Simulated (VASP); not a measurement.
Here is a VASP 6.6.1 calculation.

Contents of INCAR:

```
SYSTEM = CdTe
  ALGO = Normal
  EDIFF = 1E-6
  ENCUT = 500
  GGA = PE
  GGA_COMPAT = .FALSE.
  ISIF = 2
  ISMEAR = 0
  LASPH = .TRUE.
  LCHARG = .FALSE.
  LREAL = .FALSE.
  LWAVE = .FALSE.
  NBANDS = 16
  NELM = 120
  PREC = Accurate
  SIGMA = 0.01
```

The input KPOINTS:

```
k-points
0
G
  4 4 4
  0 0 0
```

Contents of POSCAR:

```
CdTe
1.0
    0.0000000000      3.3455542182      3.3455542182
    3.3455542182      0.0000000000      3.3455542182
    3.3455542182      3.3455542182      0.0000000000
Cd Te
1 1
Direct
    0.0000000000      0.0000000000      0.0000000000
    0.2500000000      0.2500000000      0.2500000000
```

Potentials or basis: VASP PAW PBE potentials, release 64 (Cd, Te).

The run is started by

```bash
$ cat potpaw_PBE.64/Cd/POTCAR potpaw_PBE.64/Te/POTCAR > POTCAR
$ mpirun -np 1 vasp_std > vasp.out
```

**Question.** Predict the band gap on the k mesh.

**Answer.** 0.47 eV, direct.

**Question.** What does it give for the pressure?

**Answer.** -0.8 GPa.

Caveat: the cell differs from its parent crystal (strain +2.0%); spin-orbit coupling is left out, which moves the levels of the heavy elements.
